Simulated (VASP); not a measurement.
# Na2Bi in VASP: further runs

Runs on Na2Bi. Level: PBE. Tasks: single point.

All numbers are computed with VASP 6.6.1; they aren't measurements. Logs are shortened: lines on timing, memory, paths and dates and some standing lists are left out, and cuts for length are marked.

### Step 1. The cell of the first run

Symmetry: C2/m, No. 12, monoclinic system. Conventional cell: a = 10.347 Å, b = 5.083 Å, c = 3.482 Å, α = 90.00°, β = 109.16°, γ = 90.00°. Na (site symmetry m) has 7 Na at 3.13 to 3.55 Å and 5 Bi at 3.32 to 3.46 Å within 4.1 Å. Bi (site symmetry 2/m) has 10 Na at 3.32 to 3.46 Å and 2 Bi at 3.48 Å within 4.4 Å.

### Step 2. Single point, PBE

File INCAR:

```
SYSTEM = Na2Bi
  ALGO = Fast
  EDIFF = 1E-6
  ENCUT = 520
  GGA = PE
  ISIF = 2
  ISMEAR = 0
  LASPH = .True.
  LCHARG = .False.
  LREAL = .False.
  LWAVE = .False.
  NBANDS = 22
  NELM = 60
  PREC = Accurate
  SIGMA = 0.1
```

File KPOINTS:

```
k-points
0
Gamma
  4 4 6
  0 0 0
```

File POSCAR:

```
Na2Bi
1.0
    5.1734046150     -2.5413809996      0.0000000000
    5.1734046150      2.5413809996      0.0000000000
   -1.1427439523      0.0000000000      3.2891525581
Na Bi
2 1
Direct
    0.3399998479      0.3399998479      0.3386036232
    0.6600001521      0.6600001521      0.6613963768
    0.0000000000      0.0000000000      0.0000000000
```

Potentials or basis: VASP PAW PBE potentials, release 64 (Na_pv, Bi_d).

On the command line:

```console
$ cat potpaw_PBE.64/Na_pv/POTCAR potpaw_PBE.64/Bi_d/POTCAR > POTCAR
$ mpirun -np 1 vasp_std > vasp.out
```

OUTCAR:

```text
SYSTEM = Na2Bi
   EDIFF = 1E-6
   ENCUT = 520
   GGA = PE
   ISIF = 2
   ISMEAR = 0
   LASPH = .True.
   LREAL = .False.
   NELM = 60
   PREC = Accurate

 ion  position               nearest neighbor table
   1  0.340  0.340  0.339-   3 3.32
   2  0.660  0.660  0.661-   3 3.32
   3  0.000  0.000  0.000-   1 3.32   2 3.32

  LATTYP: Found a base centered monoclinic cell.
 ALAT       =    10.3468092300
 B/A-ratio  =     0.4912395586
 C/A-ratio  =     0.3365297605
 COS(beta)  =    -0.3281852161

  Lattice vectors:

 A1 = (   5.1734046150,  -2.5413809996,   0.0000000000)
 A2 = (   5.1734046150,   2.5413809996,   0.0000000000)
 A3 = (  -1.1427439523,   0.0000000000,   3.2891525581)

Analysis of symmetry for initial positions (statically):
=====================================================================
 Subroutine PRICEL returns:
 Original cell was already a primitive cell.

 Routine SETGRP: Setting up the symmetry group for a
 base centered monoclinic supercell.

 Subroutine GETGRP returns: Found  4 space group operations
 (whereof  4 operations were pure point group operations)
 out of a pool of  4 trial point group operations.

The static configuration has the point symmetry C_2h.

Analysis of symmetry for dynamics (positions and initial velocities):
=====================================================================
 Subroutine PRICEL returns:
 Original cell was already a primitive cell.

 Routine SETGRP: Setting up the symmetry group for a
 base centered monoclinic supercell.

 Subroutine GETGRP returns: Found  4 space group operations
 (whereof  4 operations were pure point group operations)
 out of a pool of  4 trial point group operations.

The dynamic configuration has the point symmetry C_2h.

 Subroutine INISYM returns: Found  4 space group operations
 (whereof  4 operations are pure point group operations),
 and found     1 'primitive' translations

----------------------------------------------------------------------------------------

                                     Primitive cell

  volume of cell :      86.4889

  direct lattice vectors                    reciprocal lattice vectors
     5.173404615 -2.541381000  0.000000000     0.096648153 -0.196743424  0.033578282
     5.173404615  2.541381000  0.000000000     0.096648153  0.196743424  0.033578282
    -1.142743952  0.000000000  3.289152558     0.000000000  0.000000000  0.304029680

  length of vectors
     5.763916437  5.763916437  3.482009232     0.221757393  0.221757393  0.304029680

  position of ions in fractional coordinates (direct lattice)
     0.339999848  0.339999848  0.338603623
     0.660000152  0.660000152  0.661396377
     0.000000000  0.000000000  0.000000000

  ion indices of the primitive-cell ions
   primitive index   ion index
                 1           1
                 2           2
                 3           3

----------------------------------------------------------------------------------------

 KPOINTS: k-points

Automatic generation of k-mesh.
 Grid dimensions read from file:
 generate k-points for:    4    4    6

 Generating k-lattice:

  Cartesian coordinates                     Fractional coordinates (reciprocal lattice)
     0.024162038 -0.049185856  0.008394571     0.250000000  0.000000000  0.000000000
     0.024162038  0.049185856  0.008394571     0.000000000  0.250000000  0.000000000
     0.000000000  0.000000000  0.050671613     0.000000000  0.000000000  0.166666667

  Length of vectors
     0.055439348  0.055439348  0.050671613

  Shift w.r.t. Gamma in fractional coordinates (k-lattice)
     0.000000000  0.000000000  0.000000000

 Subroutine IBZKPT returns following result:
 ===========================================

 Found     34 irreducible k-points:

 Following reciprocal coordinates:
            Coordinates               Weight
  0.000000  0.000000  0.000000      1.000000
  0.250000  0.000000 -0.000000      4.000000
  0.500000  0.000000 -0.000000      2.000000
  0.250000  0.250000 -0.000000      2.000000
  0.500000  0.250000 -0.000000      4.000000
 -0.250000  0.250000  0.000000      2.000000
[... 16 lines left out ...]
  0.500000  0.250000  0.333333      4.000000
 -0.250000  0.250000  0.333333      4.000000
 [... further k-points ...]
   k-points           NKPTS =     34   k-points in BZ     NKDIM =     34   number of bands    NBANDS=     22
   number of dos      NEDOS =    301   number of ions     NIONS =      3
   total plane-waves  NPLWV =  64512
   dimension x,y,z NGX =    48 NGY =   48 NGZ =   28
   dimension x,y,z NGXF=    96 NGYF=   96 NGZF=   56
   ions per type =               2   1
   NGX,Y,Z   is equivalent  to a cutoff of  13.84, 13.84, 13.37 a.u.
   NGXF,Y,Z  is equivalent  to a cutoff of  27.69, 27.69, 26.74 a.u.
 SYSTEM =  Na2Bi
   PREC   = accura    normal or accurate (medium, high low for compatibility)
   ISTART =      0    job   : 0-new  1-cont  2-samecut
   ICHARG =      2    charge: 1-file 2-atom 10-const
[... 68 lines left out ...]

 k-point     2 :       0.2500    0.0000   -0.0000
  band No.  band energies     occupation
      1     -21.3898      2.00000
      2     -21.3603      2.00000
      3     -21.3481      2.00000
      4     -21.3428      2.00000
      5     -21.3392      2.00000
      6     -21.3275      2.00000
[... 14 lines left out ...]
     21      12.3831      0.00000
     22      13.2415      0.00000

 k-point     3 :       0.5000    0.0000   -0.0000
  band No.  band energies     occupation
      1     -21.3887      2.00000
      2     -21.3595      2.00000
      3     -21.3482      2.00000
      4     -21.3427      2.00000
      5     -21.3420      2.00000
      6     -21.3270      2.00000
[... 14 lines left out ...]
     21      11.8288      0.00000
     22      12.3366      0.00000

 k-point     4 :       0.2500    0.2500   -0.0000
  band No.  band energies     occupation
      1     -21.3859      2.00000
      2     -21.3641      2.00000
      3     -21.3512      2.00000
      4     -21.3395      2.00000
      5     -21.3335      2.00000
      6     -21.3329      2.00000
[... 14 lines left out ...]
     21      12.7652      0.00000
     22      12.9723      0.00000

 k-point     5 :       0.5000    0.2500   -0.0000
  band No.  band energies     occupation
      1     -21.3861      2.00000
      2     -21.3605      2.00000
      3     -21.3513      2.00000
      4     -21.3427      2.00000
      5     -21.3395      2.00000
      6     -21.3274      2.00000
[... 14 lines left out ...]
     21      12.3872      0.00000
     22      13.3653      0.00000

 k-point     6 :      -0.2500    0.2500    0.0000
  band No.  band energies     occupation
      1     -21.3900      2.00000
      2     -21.3537      2.00000
      3     -21.3485      2.00000
      4     -21.3482      2.00000
      5     -21.3427      2.00000
      6     -21.3250      2.00000
[... 14 lines left out ...]
     21      12.3801      0.00000
     22      12.4666      0.00000

 k-point     7 :       0.5000    0.5000   -0.0000
  band No.  band energies     occupation
      1     -21.3807      2.00000
      2     -21.3666      2.00000
      3     -21.3532      2.00000
      4     -21.3381      2.00000
      5     -21.3375      2.00000
      6     -21.3308      2.00000
[... 324 lines left out ...]
      6     -21.3274      2.00000
[... 14 lines left out ...]
     21      11.1328      0.00000
     22      12.0356      0.00000

 k-point    21 :      -0.2500   -0.0000    0.3333
  band No.  band energies     occupation
      1     -21.3875      2.00000
      2     -21.3760      2.00000
      3     -21.3738      2.00000
      4     -21.3475      2.00000
      5     -21.3415      2.00000
      6     -21.3264      2.00000
[... 14 lines left out ...]
     21      11.0831      0.00000
     22      11.9640      0.00000

 k-point    22 :       0.2500    0.2500    0.3333
  band No.  band energies     occupation
      1     -21.3877      2.00000
      2     -21.3737      2.00000
      3     -21.3685      2.00000
      4     -21.3562      2.00000
      5     -21.3350      2.00000
      6     -21.3310      2.00000
[... 14 lines left out ...]
     21      10.2543      0.00000
     22      10.8579      0.00000

 k-point    23 :       0.5000    0.2500    0.3333
  band No.  band energies     occupation
      1     -21.3858      2.00000
      2     -21.3773      2.00000
      3     -21.3718      2.00000
      4     -21.3511      2.00000
      5     -21.3371      2.00000
      6     -21.3294      2.00000
[... 14 lines left out ...]
     21      10.1041      0.00000
     22      10.9201      0.00000

 k-point    24 :      -0.2500    0.2500    0.3333
  band No.  band energies     occupation
      1     -21.3835      2.00000
      2     -21.3799      2.00000
      3     -21.3756      2.00000
      4     -21.3464      2.00000
      5     -21.3396      2.00000
      6     -21.3281      2.00000
[... 14 lines left out ...]
     21      11.1257      0.00000
     22      11.8002      0.00000

 [... further k-points ...]

------------------------ aborting loop because EDIFF is reached ----------------------------------------

  FORCE on cell =-STRESS in cart. coord.  units (eV):
  Direction    XX          YY          ZZ          XY          YZ          ZX
  --------------------------------------------------------------------------------------
  -------------------------------------------------------------------------------------
  Total        0.0044840      0.0722928     -0.0382943      0.0000000      0.0000000      0.0485880
  in kB        0.0830644      1.3392001     -0.7093893      0.0000000      0.0000000      0.9000765
  external PRESSURE =       0.2376251 kB  Pullay stress =       0.0000000 kB

 VOLUME and BASIS-vectors are now :
 -----------------------------------------------------------------------------
  energy-cutoff  :      520.00
  volume of cell :       86.49
      direct lattice vectors                 reciprocal lattice vectors
     5.173404615 -2.541381000  0.000000000     0.096648153 -0.196743424  0.033578282
     5.173404615  2.541381000  0.000000000     0.096648153  0.196743424  0.033578282
    -1.142743952  0.000000000  3.289152558     0.000000000  0.000000000  0.304029680

 POSITION                                       TOTAL-FORCE (eV/Angst)
 -----------------------------------------------------------------------------------
      3.13098      0.00000      1.11372        -0.009514     -0.000000     -0.003320
      6.07309      0.00000      2.17543         0.009514     -0.000000      0.003320
      0.00000      0.00000      0.00000         0.000000      0.000000      0.000000
 -----------------------------------------------------------------------------------
    total drift:                               -0.000000     -0.000000      0.000000

  FREE ENERGIE OF THE ION-ELECTRON SYSTEM (eV)
  ---------------------------------------------------
  free  energy   TOTEN  =        -7.5721113181 eV

  energy  without entropy=       -7.5700643505  energy(sigma->0) =       -7.57108783
```

Wall time 52 s (1 thread of Intel Xeon 6975P-C (Granite Rapids), shared host); peak memory 0.26 GiB.

What came out:

* Free energy: -7.5721 eV
* Pressure: 0.0 GPa
* Largest force: 0.010 eV/Å
* Band gap on the k mesh: zero (an odd number of electrons rules out a gap without spin polarisation)

Forces on the atoms (eV/Å):
```
Na  -0.010  0.000 -0.003
Na   0.010  0.000  0.003
Bi   0.000  0.000  0.000
```

Levels at points of the mesh, in eV from the Fermi level:
| k point | band 10 | band 11 | band 12 | band 13 | band 14 | band 15 | band 16 | band 17 | band 18 | band 19 |
| --- | --- | --- | --- | --- | --- | --- | --- | --- | --- | --- |
| (0.00, 0.00, 0.00) | -22.34 | -22.34 | -11.20 | -1.77 | -1.45 | -0.80 | 2.24 | 2.89 | 3.25 | 4.06 |
| (0.50, 0.00, 0.00) | -22.34 | -22.34 | -11.01 | -3.76 | -2.20 | 0.16 | 3.33 | 4.33 | 5.68 | 6.23 |
| (0.50, 0.50, 0.00) | -22.34 | -22.34 | -11.07 | -3.80 | -1.79 | 0.69 | 3.08 | 4.39 | 5.44 | 5.48 |
| (0.00, 0.00, 0.50) | -22.34 | -22.34 | -9.74 | -3.68 | -0.95 | 0.06 | 1.34 | 3.72 | 4.31 | 4.45 |
| (0.50, 0.00, 0.50) | -22.34 | -22.34 | -9.66 | -3.36 | -1.53 | -0.75 | 1.51 | 1.80 | 4.37 | 5.20 |
| (0.50, 0.50, 0.50) | -22.34 | -22.34 | -9.74 | -3.66 | -1.01 | 0.05 | 1.29 | 3.70 | 4.28 | 4.55 |

Caveat: spin-orbit coupling is left out, which moves the levels of the heavy elements.

### Step 3. Single point, PBE

This run uses another cell than the first one: it holds 6 atoms, not 3.

File INCAR:

```
SYSTEM = Na2Bi
  ALGO = Fast
  EDIFF = 1E-6
  ENCUT = 520
  GGA = PE
  ISIF = 2
  ISMEAR = 0
  LASPH = .True.
  LCHARG = .True.
  LELF = .True.
  LREAL = .False.
  LVHAR = .True.
  LWAVE = .False.
  NBANDS = 38
  NELM = 80
  PREC = Accurate
  SIGMA = 0.2
```

File KPOINTS:

```
k-points
0
Gamma
  6 4 4
  0 0 0
```

File POSCAR:

```
Na2Bi
1.0
    0.0053865327      0.6265679915     -3.4251674160
    2.5424755542     -5.1114517184      0.7840528978
   -7.6230119877     -5.1160976790      0.8108785109
Na Bi
4 2
Direct
    0.3385826280      0.0098580512      0.6700749847
    0.3386700441      0.5099411747      0.1700381077
    0.6613349875      0.4901472624      0.8298917373
    0.6613669148     -0.0098858903      0.3300216457
   -0.0003968637     -0.0000699553     -0.0000401588
    0.0004422893      0.5000093572      0.5000136835
```

Potentials or basis: VASP PAW PBE potentials, release 64 (Na_pv, Bi_d).

On the command line:

```console
$ cat potpaw_PBE.64/Na_pv/POTCAR potpaw_PBE.64/Bi_d/POTCAR > POTCAR
$ mpirun -np 1 vasp_std > vasp.out
```

Run time: 3.6 min. Hardware: 1 thread of Intel Xeon 6975P-C (Granite Rapids), shared host; peak memory 0.46 GiB.

The run converged. Its results:

* Free energy: -15.1529 eV
* Pressure: 0.0 GPa
* Band gap on the k mesh: zero (bands 29 and 30 overlap by 3.33 eV)

Forces on the atoms (eV/Å):
```
Na   0.001  0.001 -0.001
Na   0.000  0.002 -0.001
Na  -0.001 -0.001  0.000
Na   0.001 -0.001  0.001
Bi  -0.001 -0.002 -0.001
Bi   0.000  0.000  0.001
```

Levels at points of the mesh, in eV from the Fermi level:
```
           k point  band 25  band 26  band 27  band 28  band 29  band 30  band 31  band 32  band 33  band 34
(0.00, 0.00, 0.00)    -3.61    -2.07    -1.63    -1.30    -0.66     0.30     2.39     3.03     3.39     3.46
(0.50, 0.00, 0.00)    -3.54    -3.22    -1.38    -0.81    -0.60     0.20     1.48     1.66     1.95     3.87
(0.00, 0.50, 0.00)    -3.31    -3.31    -2.60    -2.60     2.15     2.15     3.00     3.00     3.34     3.34
(0.50, 0.50, 0.00)    -3.37    -3.37    -0.84    -0.83    -0.79    -0.79     2.11     2.11     2.76     2.76
(0.00, 0.00, 0.50)    -2.90    -2.90    -1.85    -1.85     0.60     0.60     2.44     2.44     3.42     3.42
(0.50, 0.00, 0.50)    -3.38    -3.38    -0.84    -0.84    -0.74    -0.74     2.18     2.18     2.74     2.75
(0.00, 0.50, 0.50)    -3.66    -3.61    -2.06    -1.64     0.31     0.83     3.22     3.46     4.46     4.53
(0.50, 0.50, 0.50)    -3.53    -3.22    -1.39    -0.87    -0.62     0.19     1.43     1.66     1.92     3.85
```

Caveat: spin-orbit coupling is left out, which moves the levels of the heavy elements.

### Step 4. Single point, PBE

This run uses another cell than the first one, of 29.04 Å³/atom.

File INCAR:

```
PREC     = Accurate       # precision mode
ENCUT    = 520            # plane-wave cutoff, eV
EDIFF    = 1E-6           # SCF threshold, eV
ISMEAR   = 0              # smearing method
SIGMA    = 0.1            # smearing width, eV
LREAL    = F              # projectors in reciprocal space
LASPH    = T              # aspherical terms in the spheres
NELM     = 100            # most SCF steps
ALGO     = Fast           # electronic algorithm
ISIF     = 2              # what is computed and relaxed
LWAVE    = F              # write WAVECAR
LCHARG   = T              # write CHGCAR
GGA      = PE             # functional
LELF     = T              # ELF
LVHAR    = T            
NBANDS   = 22             # bands
```

File KPOINTS:

```
regular mesh
0
Gamma
  10 10 14
```

File POSCAR:

```
Na2Bi
1.0
    5.2290799793     -2.4515656338     -0.0734434370
    5.2290799793      2.4515656338     -0.0734434370
   -1.2017359271      0.0000000000      3.4151169526
Na Bi
2 1
Direct
    0.3397223023      0.3397223023      0.3396609083
    0.6602776977      0.6602776977      0.6603390917
    0.0000000000      0.0000000000      0.0000000000
```

On the command line:

```console
$ cat potpaw_PBE.64/Na_pv/POTCAR potpaw_PBE.64/Bi_d/POTCAR > POTCAR
$ mpirun -np 1 vasp_std > vasp.out
```

It took 23 min on 1 thread of Oxide Virtual Turin-like, shared host; peak memory 0.7 GiB.

Results (log left out):

```yaml
Free_energy: -7.5472 eV
Pressure: 0.0 GPa
Band_gap_on_the_k_mesh: zero (an odd number of electrons rules out a gap without spin polarisation)
```

Levels at points of the mesh, in eV from the Fermi level:
```
           k point  band 12  band 13  band 14  band 15  band 16  band 17
(0.00, 0.00, 0.00)   -10.57    -1.17    -0.64    -0.17     2.93     3.08
(0.50, 0.00, 0.00)   -10.34    -3.17    -1.59     0.77     3.20     4.89
(0.50, 0.50, 0.00)   -10.43    -3.25    -0.96     1.54     2.90     5.09
(0.00, 0.00, 0.50)    -9.39    -3.03    -0.64     0.59     1.70     4.30
(0.50, 0.00, 0.50)    -9.27    -2.61    -1.22    -0.37     1.93     2.22
(0.50, 0.50, 0.50)    -9.39    -3.03    -0.65     0.59     1.70     4.30
```

Caveat: spin-orbit coupling is left out, which moves the levels of the heavy elements.

### Step 5. Overview

```tsv
cell	k mesh	smearing	further INCAR settings	gap on the mesh (eV)	pressure (GPa)
a = 5.764, b = 5.764, c = 3.482 Å, angles 107.1, 107.1, 52.3°, 3 atoms, atomic positions A	4 × 4 × 6	gaussian 0.1 eV	ALGO = Fast; EDIFF = 1e-06; NBANDS = 22	none	0.0
a = 3.482, b = 5.762, c = 9.216 Å, angles 82.0, 100.8, 107.0°, 6 atoms, atomic positions B	6 × 4 × 4	gaussian 0.2 eV	ALGO = Fast; EDIFF = 1e-06; NBANDS = 38	none	0.0
a = 5.776, b = 5.776, c = 3.620 Å, angles 108.2, 108.2, 50.2°, 3 atoms, atomic positions A	10 × 10 × 14	gaussian 0.1 eV	ALGO = Fast; EDIFF = 1e-06; NBANDS = 22	none	0.0
```

Alike in all rows: task single point; level PBE; potentials or basis VASP PAW PBE potentials, release 64 (Na_pv, Bi_d); no spin polarisation; cutoff (eV) 520.

Caveats: spin-orbit coupling is left out, which moves the levels of the heavy elements.

Absolute energies hang on the potentials; compare differences alone.
